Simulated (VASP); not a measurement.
# Ge2Sb2O (P6/mmm) in VASP: notebook, part 2 of 2

VASP 6.6.1. The steps go on from the part before.

## (5) Relaxation of cell and atoms, PBE

INCAR

```
SYSTEM = Ge2Sb2O
PREC = Accurate ; ENCUT = 600
EDIFF = 1E-7 ; ISMEAR = 0
SIGMA = 0.1 ; LREAL = .FALSE.
LASPH = .TRUE. ; NELM = 120
ALGO = Normal ; ISIF = 3
LWAVE = .FALSE. ; LCHARG = .FALSE.
GGA = PE ; IBRION = 2
NSW = 90 ; EDIFFG = -0.04
GGA_COMPAT = .FALSE. ; NELMIN = 4
```

KPOINTS

```
regular mesh
0
G
  6 6 2
  0 0 0
```

POSCAR

```
Ge2Sb2O
1.0
    3.6728994600      0.0000000000      0.0000000000
   -1.8364497300      3.1808242400      0.0000000000
    0.0000000000      0.0000000000      9.3123244400
Ge Sb O
2 2 1
Direct
    0.3333333300      0.6666666700      0.0000000000
    0.6666666700      0.3333333300      0.0000000000
    0.0000000000      0.0000000000      0.7732694500
    0.0000000000      0.0000000000      0.2267305500
    0.0000000000      0.0000000000      0.0000000000
```

Started as:

```console
cat potpaw_PBE.64/Ge_d/POTCAR potpaw_PBE.64/Sb/POTCAR potpaw_PBE.64/O/POTCAR > POTCAR
mpirun -np 1 vasp_std > vasp.out
```

Run time: 7 min. Hardware: 1 thread of AMD EPYC 9R45 (Zen 5), shared host; peak memory 0.26 GiB.

The run converged. Its results:

```
Free energy                           : -19.9253 eV
Relaxed volume                        : 33.11 Å³/atom
Relaxed cell                          : a = 4.662 Å, b = 4.662 Å, c = 8.794 Å, α = 90.00°, β = 90.00°, γ = 120.00°
Space group after relaxing (to 0.1 Å) : P6/mmm (No. 191)
Energy gained by relaxing             : 1430.0 meV/atom
Ionic steps                           : 14
Pressure after relaxing               : -0.1 GPa
Largest force after relaxing          : 0.039 eV/Å
Band gap on the k mesh                : zero (bands 22 and 23 overlap by 0.54 eV)
```

Forces on the atoms (eV/Å):
```
Ge   0.000  0.000  0.000
Ge   0.000  0.000  0.000
Sb   0.000  0.000 -0.039
Sb   0.000  0.000  0.039
O    0.000  0.000  0.000
```

Stress tensor (GPa, compression positive):
```
-0.02  0.00  0.00
 0.00 -0.02  0.00
 0.00  0.00 -0.14
```

Step by step:
```csv
step,energy change (eV),largest force (eV/Å),pressure (GPa),volume (Å³)
1,0.0000,3.1537,43.52,108.79
2,-4.1407,2.3180,-7.82,227.93
3,-6.2374,1.2760,-1.10,164.70
4,-6.2358,1.3191,-1.42,165.96
5,-6.8621,1.1038,-0.61,163.04
6,-6.9753,2.0782,3.69,158.40
7,-7.0908,0.3789,0.60,161.08
8,-7.1130,0.5779,1.84,159.82
9,-7.1192,0.2267,1.39,160.23
10,-7.1186,0.3427,1.54,160.09
11,-7.1456,0.1689,-0.22,167.09
12,-7.1484,0.2078,0.17,165.38
13,-7.1482,0.1346,-0.30,165.74
14,-7.1501,0.0392,-0.06,165.55
```

Final structure:
```xyz
5
Lattice="4.6623 0.0000 0.0000 -2.3311 4.0377 0.0000 0.0000 0.0000 8.7943" Properties=species:S:1:pos:R:3 pbc="T T T"
Ge    0.0000    2.6918    0.0000
Ge    2.3311    1.3459    0.0000
Sb    0.0000    0.0000    6.7938
Sb    0.0000    0.0000    2.0005
O     0.0000    0.0000    0.0000
```

Levels at points of the mesh, in eV from the Fermi level:
```
           k point  band 20  band 21  band 22  band 23  band 24  band 25
(0.00, 0.00, 0.00)    -1.97    -1.26     0.02     0.02     0.54     0.86
(0.50, 0.00, 0.00)    -0.92    -0.61    -0.56     0.00     0.29     1.10
(0.00, 0.00, 0.50)    -1.97    -1.41    -0.04    -0.04     0.94     0.94
(0.50, 0.00, 0.50)    -0.68    -0.68    -0.55     0.23     0.36     1.22
```

Caveat: the volume moved by over 15 % at a fixed basis, so the end points are rough; spin-orbit coupling is left out, which moves the levels of the heavy elements.

## (6) Relaxation of cell and atoms, PBE

This run uses another cell than the first one, of 27.60 Å³/atom.

INCAR

```
SYSTEM = Ge2Sb2O
PREC = Accurate
ENCUT = 600
EDIFF = 1E-7
ISMEAR = 0
SIGMA = 0.1
LREAL = .False.
LASPH = .True.
NELM = 120
ALGO = Normal
ISIF = 3
LWAVE = .False.
LCHARG = .False.
GGA = PE
IBRION = 2
NSW = 90
EDIFFG = -0.04
GGA_COMPAT = .False.
NELMIN = 4
```

KPOINTS

```
Automatic mesh
0
Gamma
  6 6 4
  0 0 0
```

POSCAR

```
Ge2Sb2O
1.0
    4.7684148566      0.0000000000      0.0000000000
   -2.3842074283      4.1295684016      0.0000000000
    0.0000000000      0.0000000000      7.0082360721
Ge Sb O
2 2 1
Direct
    0.3333333333      0.6666666667      0.0000000000
    0.6666666667      0.3333333333      0.0000000000
    0.0000000000      0.0000000000      0.7104911833
    0.0000000000      0.0000000000      0.2895088167
    0.0000000000      0.0000000000      0.0000000000
```

Potentials or basis: VASP PAW PBE potentials, release 64 (Ge_d, Sb, O).

Started as:

```console
cat potpaw_PBE.64/Ge_d/POTCAR potpaw_PBE.64/Sb/POTCAR potpaw_PBE.64/O/POTCAR > POTCAR
mpirun -np 1 vasp_std > vasp.out
```

Run time: 3.9 min. Hardware: 1 thread of AMD EPYC 9R45 (Zen 5), shared host; peak memory 0.33 GiB.

It converged, with:

```
Free energy                           : -20.3133 eV
Relaxed volume                        : 27.16 Å³/atom
Relaxed cell                          : a = 4.733 Å, b = 4.733 Å, c = 7.001 Å, α = 90.00°, β = 90.00°, γ = 120.00°
Space group after relaxing (to 0.1 Å) : P6/mmm (No. 191)
Energy gained by relaxing             : 1.1 meV/atom
Ionic steps                           : 6
Pressure after relaxing               : -0.1 GPa
Band gap on the k mesh                : zero (bands 22 and 23 overlap by 1.69 eV)
```

Forces in eV/Å, atoms in the order of the input:
```
Ge   0.000  0.000  0.000
Ge   0.000  0.000  0.000
Sb   0.000  0.000 -0.002
Sb   0.000  0.000  0.002
O    0.000  0.000  0.000
```

Stress tensor (GPa, compression positive):
```
 0.01  0.00  0.00
 0.00  0.01  0.00
 0.00  0.00 -0.21
```

Step by step:
```tsv
step	energy change (eV)	largest force (eV/Å)	pressure (GPa)	volume (Å³)
1	0.0000	0.1202	-0.40	138.00
2	-0.0042	0.0907	-0.15	136.64
3	-0.0043	0.0486	0.29	134.67
4	-0.0051	0.0678	0.10	135.58
5	-0.0051	0.0694	0.07	135.66
6	-0.0054	0.0025	-0.07	135.81
```

Final structure:
```cif
data_structure
_symmetry_space_group_name_H-M 'P 1'
_symmetry_Int_Tables_number 1
_cell_length_a 4.7327
_cell_length_b 4.7327
_cell_length_c 7.0014
_cell_angle_alpha 90.000
_cell_angle_beta 90.000
_cell_angle_gamma 120.000
_cell_volume 135.81
loop_
_atom_site_label
_atom_site_type_symbol
_atom_site_fract_x
_atom_site_fract_y
_atom_site_fract_z
_atom_site_occupancy
Ge1 Ge 0.33333 0.66667 0.00000 1
Ge2 Ge 0.66667 0.33333 0.00000 1
Sb1 Sb 0.00000 0.00000 0.70845 1
Sb2 Sb 0.00000 0.00000 0.29155 1
O1 O 0.00000 0.00000 0.00000 1
```

Levels at points of the mesh, in eV from the Fermi level:
```csv
k point,band 19,band 20,band 21,band 22,band 23,band 24,band 25,band 26
"(0.00, 0.00, 0.00)",-1.70,-1.70,-0.50,0.23,0.29,0.29,0.65,0.65
"(0.50, 0.00, 0.00)",-2.80,-1.47,-0.57,-0.48,0.06,0.55,0.69,2.17
"(0.00, 0.00, 0.50)",-1.70,-1.70,-1.44,-0.51,-0.51,1.57,1.57,2.94
"(0.50, 0.00, 0.50)",-2.78,-1.07,-0.23,0.25,0.37,1.00,1.76,1.94
```

Caveat: spin-orbit coupling is left out, which moves the levels of the heavy elements.

## (7) Single point, PBE

This run uses another cell than the first one, of 27.04 Å³/atom.

INCAR

```
SYSTEM = Ge2Sb2O
PREC = Accurate ; ENCUT = 600
EDIFF = 1E-6 ; ISMEAR = 0
SIGMA = 0.1 ; LREAL = .False.
LASPH = .True. ; NELM = 120
ALGO = Normal ; ISIF = 2
LWAVE = .False. ; LCHARG = .False.
GGA = PE ; NBANDS = 30
GGA_COMPAT = .False.
```

KPOINTS

```
Automatic mesh
0
Gamma
  12 12 6
  0 0 0
```

POSCAR

```
Ge2Sb2O
1.0
    4.7180978448      0.0000000000      0.0000000000
   -2.3590489224      4.0859925912      0.0000000000
    0.0000000000      0.0000000000      7.0136464598
Ge Sb O
2 2 1
Direct
    0.3333333333      0.6666666667      0.0000000000
    0.6666666667      0.3333333333      0.0000000000
    0.0000000000      0.0000000000      0.7086362911
    0.0000000000      0.0000000000      0.2913637089
    0.0000000000      0.0000000000      0.0000000000
```

Started as:

```console
cat potpaw_PBE.64/Ge_d/POTCAR potpaw_PBE.64/Sb/POTCAR potpaw_PBE.64/O/POTCAR > POTCAR
mpirun -np 1 vasp_std > vasp.out
```

It took 3.5 min on 1 thread of AMD EPYC 9R45 (Zen 5), shared host; peak memory 0.5 GiB.

Results (log left out):

| Quantity | Value |
| --- | --- |
| Free energy | -20.3070 eV |
| Pressure | -0.1 GPa |
| Largest force | 0.010 eV/Å |
| Band gap on the k mesh | zero (bands 22 and 23 overlap by 1.75 eV) |

Forces on the atoms (eV/Å):
```
Ge   0.000  0.000  0.000
Ge   0.000  0.000  0.000
Sb   0.000  0.000  0.010
Sb   0.000  0.000 -0.010
O    0.000  0.000  0.000
```

Stress tensor (GPa, compression positive):
```
-0.07  0.00  0.00
 0.00 -0.07  0.00
 0.00  0.00 -0.17
```

Levels at points of the mesh, in eV from the Fermi level:
| k point | band 19 | band 20 | band 21 | band 22 | band 23 | band 24 | band 25 | band 26 |
| --- | --- | --- | --- | --- | --- | --- | --- | --- |
| (0.00, 0.00, 0.00) | -1.79 | -1.79 | -0.56 | 0.18 | 0.29 | 0.29 | 0.64 | 0.64 |
| (0.50, 0.00, 0.00) | -2.86 | -1.50 | -0.61 | -0.52 | 0.03 | 0.52 | 0.64 | 2.12 |
| (0.00, 0.00, 0.50) | -1.78 | -1.78 | -1.49 | -0.51 | -0.51 | 1.54 | 1.54 | 2.91 |
| (0.50, 0.00, 0.50) | -2.84 | -1.08 | -0.29 | 0.21 | 0.31 | 0.95 | 1.72 | 1.90 |

Caveat: spin-orbit coupling is left out, which moves the levels of the heavy elements.

## (8) Overview

```tsv
task	cell	k mesh	gap on the mesh (eV)	pressure (GPa)	relaxed volume (Å³/atom)	largest force (eV/Å)
single point	a = 3.673, b = 3.673, c = 9.312 Å, angles 90.0, 90.0, 120.0°, 5 atoms, atomic positions A	6 × 6 × 2	none	43.5	-	3.15
single point	a = 4.768, b = 4.768, c = 7.008 Å, angles 90.0, 90.0, 120.0°, 5 atoms, atomic positions B	6 × 6 × 2	none	0.2	-	0.01
single point	a = 4.737, b = 4.737, c = 6.997 Å, angles 90.0, 90.0, 120.0°, 5 atoms, atomic positions C	6 × 6 × 4	none	-0.1	-	0.01
relaxation of cell and atoms	relaxed from a = 3.673, b = 3.673, c = 9.312 Å, angles 90.0, 90.0, 120.0°, 5 atoms, atomic positions A	6 × 6 × 2	none	-0.1	33.11	0.04
relaxation of cell and atoms	relaxed from a = 4.768, b = 4.768, c = 7.008 Å, angles 90.0, 90.0, 120.0°, 5 atoms, atomic positions B	6 × 6 × 4	none	-0.1	27.16	-
single point	a = 4.718, b = 4.718, c = 7.014 Å, angles 90.0, 90.0, 120.0°, 5 atoms, atomic positions C	12 × 12 × 6	none	-0.1	-	0.01
```

Alike in all rows: level PBE; potentials or basis VASP PAW PBE potentials, release 64 (Ge_d, Sb, O); no spin polarisation; cutoff (eV) 600; smearing gaussian 0.1 eV.

Caveats: some runs use coarse meshes; spin-orbit coupling is left out, which moves the levels of the heavy elements; the cell stands under pressure (at least some runs); forces of over 1 eV/Å act on the atoms, so gaps and moduli don't describe the material at rest (at least some runs); the volume moved by over 15 % at a fixed basis, so the end points are rough (at least some runs).

Absolute energies hang on the potentials; compare differences alone.
